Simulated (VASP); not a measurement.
SrTiO3, 10 atoms in the cell. The structure is tetragonal, space group I4/mcm (No. 140). The conventional cell has a = 5.511 Å, b = 5.511 Å, c = 7.796 Å, α = 90.00°, β = 90.00°, γ = 90.00°. Sr (site symmetry -42m) has 12 O at 2.73 to 2.78 Å and 8 Ti at 3.38 Å within 3.6 Å. Ti (site symmetry 4/m) has 6 O at 1.95 Å within 2.6 Å. O (site symmetry 422) has 2 Ti at 1.95 Å within 2.6 Å. O (site symmetry m2m) has 2 Ti at 1.95 Å within 2.6 Å. 

- Program: VASP 6.6.1
- Task: relaxation of cell and atoms
- Functional: PBE
- Potentials or basis: VASP PAW PBE potentials, release 64 (Sr_sv, Ti_sv, O)
- Cutoff: 600 eV
- k mesh: 4 × 4 × 4
- Occupations: gaussian, width 0.1 eV
- Spin: collinear spin
- Starting moments: [0.0, 0.0, 1.0, 1.0, 0.0, 0.0, 0.0, 0.0, 0.0, 0.0] μB
- Dipole correction: no
- Further INCAR settings: ALGO = Normal; EDIFF = 1e-07; IBRION = 2; EDIFFG = -0.04; NSW = 90; ISIF = 3

Potentials or basis: VASP PAW PBE potentials, release 64 (Sr_sv, Ti_sv, O).

The run is started by

```sh
$ cat potpaw_PBE.64/Sr_sv/POTCAR potpaw_PBE.64/Ti_sv/POTCAR potpaw_PBE.64/O/POTCAR > POTCAR
$ mpirun -np 1 vasp_std > vasp.out
```

Hardware: 1 thread of Oxide Virtual Turin-like Processor (shared host).

Problem. Estimate the wall time of this run.

Solution. It took 16 min on 1 thread of Oxide Virtual Turin-like Processor (shared host), peak memory 0.47 GiB. Counts: scf iterations 43, k points 13, ion steps 3.
